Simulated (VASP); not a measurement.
# HfN (Fm-3m) in VASP: single point with PBE

Aim: the single point of HfN with PBE.

Program: VASP 6.6.1. These are calculated values, not measurements. Logs are shortened: lines on timing, memory, paths and dates and some standing lists are left out, and cuts for length are marked.

**1. The cell of the first run**

It takes space group Fm-3m (No. 225, cubic). The conventional cell has a = 4.686 Å, b = 4.686 Å, c = 4.686 Å, α = 90.00°, β = 90.00°, γ = 90.00°. Hf (site symmetry m-3m) has 6 N at 2.34 Å within 3.1 Å. N (site symmetry m-3m) has 6 Hf at 2.34 Å within 3.1 Å.

**2. Single point, PBE**

File INCAR:

```
ALGO = Normal ; EDIFF = 1E-7
ENCUT = 520 ; GGA = PE
ISIF = 2 ; ISMEAR = 0
LASPH = True ; LCHARG = False
LREAL = False ; LWAVE = False
NBANDS = 14 ; NELM = 60
PREC = Accurate ; SIGMA = 0.05
```

File KPOINTS:

```
k-points
0
Gamma
  12 12 12
```

File POSCAR:

```
HfN
1.0
    0.0000000000      2.3428533388      2.3428533388
    2.3428533388      0.0000000000      2.3428533388
    2.3428533388      2.3428533388      0.0000000000
Hf N
1 1
Direct
    0.0000000000      0.0000000000      0.0000000000
    0.5000000000      0.5000000000      0.5000000000
```

Potentials or basis: VASP PAW PBE potentials, release 64 (Hf_pv, N).

On the command line:

```console
$ cat potpaw_PBE.64/Hf_pv/POTCAR potpaw_PBE.64/N/POTCAR > POTCAR
$ mpirun -np 1 vasp_std > vasp.out
```

OUTCAR:

```text
EDIFF = 1E-7
   ENCUT = 520
   GGA = PE
   ISIF = 2
   ISMEAR = 0
   LASPH = True
   LREAL = False
   NELM = 60
   PREC = Accurate

 ion  position               nearest neighbor table
   1  0.000  0.000  0.000-   2 2.34   2 2.34   2 2.34   2 2.34   2 2.34   2 2.34
   2  0.500  0.500  0.500-   1 2.34   1 2.34   1 2.34   1 2.34   1 2.34   1 2.34

  LATTYP: Found a face centered cubic cell.
 ALAT       =     4.6857066776

  Lattice vectors:

 A1 = (   0.0000000000,   2.3428533388,   2.3428533388)
 A2 = (   2.3428533388,   0.0000000000,   2.3428533388)
 A3 = (   2.3428533388,   2.3428533388,   0.0000000000)

Analysis of symmetry for initial positions (statically):
=====================================================================
 Subroutine PRICEL returns:
 Original cell was already a primitive cell.

 Routine SETGRP: Setting up the symmetry group for a
 face centered cubic supercell.

 Subroutine GETGRP returns: Found 48 space group operations
 (whereof 48 operations were pure point group operations)
 out of a pool of 48 trial point group operations.

The static configuration has the point symmetry O_h .

Analysis of symmetry for dynamics (positions and initial velocities):
=====================================================================
 Subroutine PRICEL returns:
 Original cell was already a primitive cell.

 Routine SETGRP: Setting up the symmetry group for a
 face centered cubic supercell.

 Subroutine GETGRP returns: Found 48 space group operations
 (whereof 48 operations were pure point group operations)
 out of a pool of 48 trial point group operations.

The dynamic configuration has the point symmetry O_h .

 Subroutine INISYM returns: Found 48 space group operations
 (whereof 48 operations are pure point group operations),
 and found     1 'primitive' translations

----------------------------------------------------------------------------------------

                                     Primitive cell

  volume of cell :      25.7197

  direct lattice vectors                    reciprocal lattice vectors
     0.000000000  2.342853339  2.342853339    -0.213414981  0.213414981  0.213414981
     2.342853339  0.000000000  2.342853339     0.213414981 -0.213414981  0.213414981
     2.342853339  2.342853339  0.000000000     0.213414981  0.213414981 -0.213414981

  length of vectors
     3.313294966  3.313294966  3.313294966     0.369645590  0.369645590  0.369645590

  position of ions in fractional coordinates (direct lattice)
     0.000000000  0.000000000  0.000000000
     0.500000000  0.500000000  0.500000000

  ion indices of the primitive-cell ions
   primitive index   ion index
                 1           1
                 2           2

----------------------------------------------------------------------------------------

 KPOINTS: k-points

Automatic generation of k-mesh.
 Grid dimensions read from file:
 generate k-points for:   12   12   12

 Generating k-lattice:

  Cartesian coordinates                     Fractional coordinates (reciprocal lattice)
    -0.017784582  0.017784582  0.017784582     0.083333333  0.000000000  0.000000000
     0.017784582 -0.017784582  0.017784582     0.000000000  0.083333333  0.000000000
     0.017784582  0.017784582 -0.017784582     0.000000000  0.000000000  0.083333333

  Length of vectors
     0.030803799  0.030803799  0.030803799

  Shift w.r.t. Gamma in fractional coordinates (k-lattice)
     0.000000000  0.000000000  0.000000000

 Subroutine IBZKPT returns following result:
 ===========================================

 Found     72 irreducible k-points:

 Following reciprocal coordinates:
            Coordinates               Weight
  0.000000  0.000000  0.000000      1.000000
  0.083333  0.000000  0.000000      8.000000
  0.166667  0.000000  0.000000      8.000000
  0.250000  0.000000  0.000000      8.000000
  0.333333  0.000000  0.000000      8.000000
  0.416667  0.000000  0.000000      8.000000
[... 16 lines left out ...]
  0.500000  0.166667  0.000000     24.000000
 -0.416667  0.166667  0.000000     24.000000
 [... further k-points ...]
   k-points           NKPTS =     72   k-points in BZ     NKDIM =     72   number of bands    NBANDS=     14
   number of dos      NEDOS =    301   number of ions     NIONS =      2
   total plane-waves  NPLWV =  21952
   dimension x,y,z NGX =    28 NGY =   28 NGZ =   28
   dimension x,y,z NGXF=    56 NGYF=   56 NGZF=   56
   ions per type =               1   1
   NGX,Y,Z   is equivalent  to a cutoff of  14.05, 14.05, 14.05 a.u.
   NGXF,Y,Z  is equivalent  to a cutoff of  28.10, 28.10, 28.10 a.u.
 SYSTEM =  unknown system
   PREC   = accura    normal or accurate (medium, high low for compatibility)
   ISTART =      0    job   : 0-new  1-cont  2-samecut
   ICHARG =      2    charge: 1-file 2-atom 10-const
   ISPIN  =      1    spin polarized calculation?
   LNONCOLLINEAR =      F non collinear calculations
   LSORBIT =      F    spin-orbit coupling
   LASPH  =      T    aspherical Exc in radial PAW
   ENCUT  =  520.0 eV  38.22 Ry    6.18 a.u.   6.16  6.16  6.16*2*pi/ulx,y,z
   NELM   =     60;   NELMIN=  2; NELMDL= -5     # of ELM steps
   EDIFF  = 0.1E-06   stopping-criterion for ELM
   LREAL  =      F    real-space projection
   EDIFFG = 0.1E-05   stopping-criterion for IOM
   NSW    =      0    number of steps for IOM
   IBRION =     -1    ionic relax: 0-MD 1-quasi-New 2-CG
   NFREE  =      0    steps in history (QN), initial steepest desc. (CG)
   ISIF   =      2    stress and relaxation
   ISYM   =      2    0-nonsym 1-usesym 2-fastsym
   POTIM  = 0.5000    time-step for ionic-motion
   TEBEG  =    0.0;   TEEND  =   0.0 temperature during run
   PSTRESS=    0.0 pullay stress
   NELECT =      15.0000    total number of electrons
   NUPDOWN=      -1.0000    fix difference up-down
   EMIN   =  10.00;   EMAX   =-10.00  energy-range for DOS
   EFERMI =   0.00;   METHOD = LEGACY
   ISMEAR =     0;   SIGMA  =   0.05  broadening in eV -4-tet -1-fermi 0-gaus
   EFERMI_NEDOS =   21; number of points for ismear=-14 and -15
   IALGO  =     38    algorithm
   IMIX   =      4    mixing-type and parameters
     AMIX     =   0.40;   BMIX     =  1.00
     AMIX_MAG =   1.60;   BMIX_MAG =  1.00
  volume/ion in A,a.u.               =      12.86        86.78
  Fermi-wavevector in a.u.,A,eV,Ry     =   1.367782  2.584733 25.454147  1.870827
  Thomas-Fermi vector in A             =   2.493804
   LORBIT       =      0    0 simple, 1 ext, 2 COOP (PROOUT), +10 PAW based schemes
   GGA     = PE    functional components
   LHFCALC =     F    Hartree Fock is set to
   AEXX    =    0.0000 exact exchange contribution
   IVDW    =     0    specifies the selected vdW correction
   LEPSILON=     F    determine dielectric tensor
   LRPA    =     F    only Hartree local field effects (RPA)
 non-spin polarized calculation
 Gauss-broadening in eV      SIGMA  =   0.05
  energy-cutoff  :      520.00
  volume of cell :       25.72
 maximum number of plane-waves:       704
 NGX is ok and might be reduce to    28
   NGX = 13   NGY = 13   NGZ = 13

 number of electron      15.0000000 magnetization

 Free energy of the ion-electron system (eV)
  ---------------------------------------------------
  ext. energy  EPLUGINS =         0.00000000
  ---------------------------------------------------
  free energy    TOTEN  =       -21.58941173 eV

  energy without entropy =      -21.58912236  energy(sigma->0) =      -21.58926705

 E-fermi :   7.4462     XC(G=0): -12.1677

 val. band max:        7.4093718564   @ k =  -0.0833   0.0833   0.0000
 cond. band min:       7.4754919067   @ k =   0.1667   0.0000   0.0000
 fundamental gap:      0.0661200503
 Fermi energy:         7.4461670125

 k-point     1 :       0.0000    0.0000    0.0000
  band No.  band energies     occupation
      1     -24.1374      2.00000
      2     -24.1374      2.00000
      3     -24.1374      2.00000
      4      -9.4305      2.00000
      5       4.5430      2.00000
      6       4.5430      2.00000
      7       4.5430      2.00000
      8       7.1370      2.00000
      9       7.1370      2.00000
     10       7.1370      2.00000
     11       8.2545      0.00000
     12       9.1438      0.00000
     13       9.1438      0.00000
     14      16.7403      0.00000

 k-point     2 :       0.0833    0.0000    0.0000
  band No.  band energies     occupation
      1     -24.1824      2.00000
      2     -24.1416      2.00000
      3     -24.1416      2.00000
      4      -9.3051      2.00000
      5       3.8895      2.00000
      6       4.2057      2.00000
      7       4.2057      2.00000
      8       7.2668      2.00000
      9       7.3389      1.99758
     10       7.3389      1.99758
     11       8.7912      0.00000
     12       9.5926      0.00000
     13       9.5926      0.00000
     14      17.2071      0.00000

 k-point     3 :       0.1667    0.0000    0.0000
  band No.  band energies     occupation
      1     -24.3030      2.00000
      2     -24.1529      2.00000
      3     -24.1529      2.00000
      4      -8.9540      2.00000
      5       2.6304      2.00000
      6       3.5077      2.00000
      7       3.5077      2.00000
      8       7.4755      0.40686
      9       7.8551      0.00000
     10       7.8551      0.00000
     11       9.9497      0.00000
     12      10.6825      0.00000
     13      10.6825      0.00000
     14      18.3949      0.00000

 k-point     4 :       0.2500    0.0000    0.0000
  band No.  band energies     occupation
      1     -24.4627      2.00000
      2     -24.1684      2.00000
      3     -24.1684      2.00000
      4      -8.4488      2.00000
      5       1.3406      2.00000
      6       2.8062      2.00000
      7       2.8062      2.00000
      8       7.8683      0.00000
      9       8.6039      0.00000
     10       8.6039      0.00000
     11      11.1352      0.00000
     12      12.0327      0.00000
     13      12.0327      0.00000
     14      19.1501      0.00000

 k-point     5 :       0.3333    0.0000    0.0000
  band No.  band energies     occupation
      1     -24.6169      2.00000
      2     -24.1837      2.00000
      3     -24.1837      2.00000
      4      -7.8989      2.00000
      5       0.2330      2.00000
      6       2.2509      2.00000
      7       2.2509      2.00000
      8       8.5457      0.00000
      9       9.4835      0.00000
     10       9.4835      0.00000
     11      11.9180      0.00000
[... 276 lines left out ...]
 k-point    22 :       0.4167    0.1667    0.0000
  band No.  band energies     occupation
      1     -24.6280      2.00000
      2     -24.2584      2.00000
      3     -24.2393      2.00000
      4      -7.8431      2.00000
      5       0.3116      2.00000
      6       2.1330      2.00000
      7       2.6004      2.00000
      8       7.1927      2.00000
      9      10.6806      0.00000
     10      10.7970      0.00000
     11      11.8341      0.00000
     12      12.5769      0.00000
     13      15.0812      0.00000
     14      17.6254      0.00000

 k-point    23 :       0.5000    0.1667    0.0000
  band No.  band energies     occupation
      1     -24.6936      2.00000
      2     -24.2882      2.00000
      3     -24.2358      2.00000
      4      -7.5788      2.00000
      5      -0.0648      2.00000
      6       1.9138      2.00000
      7       2.2084      2.00000
      8       8.1672      0.00000
      9      10.5442      0.00000
     10      10.9175      0.00000
     11      12.6388      0.00000
     12      13.8907      0.00000
     13      15.2265      0.00000
     14      16.7628      0.00000

 k-point    24 :      -0.4167    0.1667    0.0000
  band No.  band energies     occupation
      1     -24.7004      2.00000
      2     -24.3090      2.00000
      3     -24.2213      2.00000
      4      -7.5014      2.00000
      5      -0.2036      2.00000
      6       1.9746      2.00000
      7       1.9923      2.00000
      8       9.2374      0.00000
      9       9.8488      0.00000
     10      10.4477      0.00000
     11      12.6777      0.00000
     12      14.8505      0.00000
     13      14.9506      0.00000
     14      16.9530      0.00000

 [... further k-points ...]

------------------------ aborting loop because EDIFF is reached ----------------------------------------

  FORCE on cell =-STRESS in cart. coord.  units (eV):
  Direction    XX          YY          ZZ          XY          YZ          ZX
  --------------------------------------------------------------------------------------
  -------------------------------------------------------------------------------------
  Total       -3.4606590     -3.4606590     -3.4606590      0.0000000     -0.0000000      0.0000000
  in kB     -215.5778239   -215.5778239   -215.5778239      0.0000000     -0.0000000      0.0000000
  external PRESSURE =    -215.5778239 kB  Pullay stress =       0.0000000 kB

 VOLUME and BASIS-vectors are now :
 -----------------------------------------------------------------------------
  energy-cutoff  :      520.00
  volume of cell :       25.72
      direct lattice vectors                 reciprocal lattice vectors
     0.000000000  2.342853339  2.342853339    -0.213414981  0.213414981  0.213414981
     2.342853339  0.000000000  2.342853339     0.213414981 -0.213414981  0.213414981
     2.342853339  2.342853339  0.000000000     0.213414981  0.213414981 -0.213414981

 POSITION                                       TOTAL-FORCE (eV/Angst)
 -----------------------------------------------------------------------------------
      0.00000      0.00000      0.00000         0.000000      0.000000     -0.000000
      2.34285      2.34285      2.34285         0.000000     -0.000000      0.000000
 -----------------------------------------------------------------------------------
    total drift:                                0.000000      0.000000      0.000000

  FREE ENERGIE OF THE ION-ELECTRON SYSTEM (eV)
  ---------------------------------------------------
  free  energy   TOTEN  =       -21.5894117342 eV

  energy  without entropy=      -21.5891223579  energy(sigma->0) =      -21.58926705
```

Wall time 18 s (1 thread of Intel Xeon Platinum 8488C (Sapphire Rapids), shared host); peak memory 0.17 GiB.

Results:

```yaml
Free_energy: -21.5894 eV
Pressure: -21.6 GPa
Band_gap_on_the_k_mesh: zero (an odd number of electrons rules out a gap without spin polarisation)
```

Levels at points of the mesh, in eV from the Fermi level:
```
           k point  band 5  band 6  band 7  band 8  band 9  band 10  band 11  band 12
(0.00, 0.00, 0.00)   -2.90   -2.90   -2.90   -0.31   -0.31    -0.31     0.81     1.70
(0.50, 0.00, 0.00)   -8.27   -5.66   -5.66    2.79    3.16     3.16     3.87     7.58
(0.50, 0.50, 0.00)   -5.37   -3.62   -3.62   -3.36    3.52     4.38     4.71     4.71
```

Caveat: the cell stands under tension; spin-orbit coupling is left out, which moves the levels of the heavy elements.
